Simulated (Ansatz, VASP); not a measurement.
## Mg3H2 in VASP and in Ansatz

```
Mg H
1.0
     2.77099    1.59983    5.18697
    -2.77099    1.59983    5.18697
     0.00000   -3.19967    5.18697
Mg H
6 4
Direct
  0.08248 0.41752 0.75000
  0.75000 0.08248 0.41752
  0.41752 0.75000 0.08248
  0.91752 0.58248 0.25000
  0.25000 0.91752 0.58248
  0.58248 0.25000 0.91752
  0.82892 0.82892 0.82892
  0.67108 0.67108 0.67108
  0.17108 0.17108 0.17108
  0.32892 0.32892 0.32892
```

Alike in both runs: functional PBE; k mesh 6 × 6 × 6; occupations gaussian, width 0.1 eV; no spin polarisation.

Ansatz relaxed the structure, and its values are those at the end. VASP's run is a single point on that final structure, the one shown.

|  | VASP | Ansatz |
| --- | --- | --- |
| version | VASP 6.6.1 | Ansatz 0.2.0 |
| potentials or method | VASP PAW PBE potentials, release 64 (Mg, H), cutoff 520 eV | scalar-relativistic, plane waves, PAW |
| valence electrons in the cell | 16 | 64 |

VASP gave:

- gap on the k mesh at the Fermi level (eV): none
- pressure (GPa): -0.2
- rms of the force components (eV/Å): 0.010

Question: Which values does Ansatz return?

Answer: gap on the k mesh at the Fermi level (eV): none; pressure (GPa): 0.0; rms of the force components (eV/Å): 0.010.

A gap of «none» marks a metal or a gap that the smearing closes. VASP's potentials hold 16 valence electrons a cell and Ansatz's 64, so a difference there can come from the potentials and not from the codes.
